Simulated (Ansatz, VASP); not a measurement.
# Two plane-wave programs on Sb

```
Sb
1.0
     3.22666    0.00000    0.00000
    -1.61333    2.79437    0.00000
     0.00000    0.00000   10.95553
Sb
4
Cartesian
  1.6133 2.7944 0.0000
  1.6133 2.7944 5.4778
  0.0000 1.8629 2.7389
  1.6133 0.9315 8.2166
```

Alike in both runs: task single point; functional RPBE; k mesh 12 × 12 × 3; occupations fermi-dirac, width 0.1 eV; no spin polarisation.

```csv
,VASP,Ansatz
version,VASP 6.6.1,Ansatz 0.2.0
potentials or method,"VASP PAW PBE potentials, release 64 (Sb), cutoff 520 eV","plane waves (420 eV) with PAW, scalar-relativistic"
valence electrons in the cell,20,60
```

Ansatz gave:

```
pressure (GPa)                                                : 9.8
traceless stress, the component that is largest in VASP (GPa) : -1.08
```

Task: Estimate VASP's values.

Result: Pressure (GPa): 9.5; traceless stress, the component that is largest in VASP (GPa): -1.08.

VASP's potentials were made for PBE, not for RPBE. VASP's potentials hold 20 valence electrons a cell and Ansatz's 60, so a difference there can come from the potentials and not from the codes.

Spin-orbit coupling is off throughout.
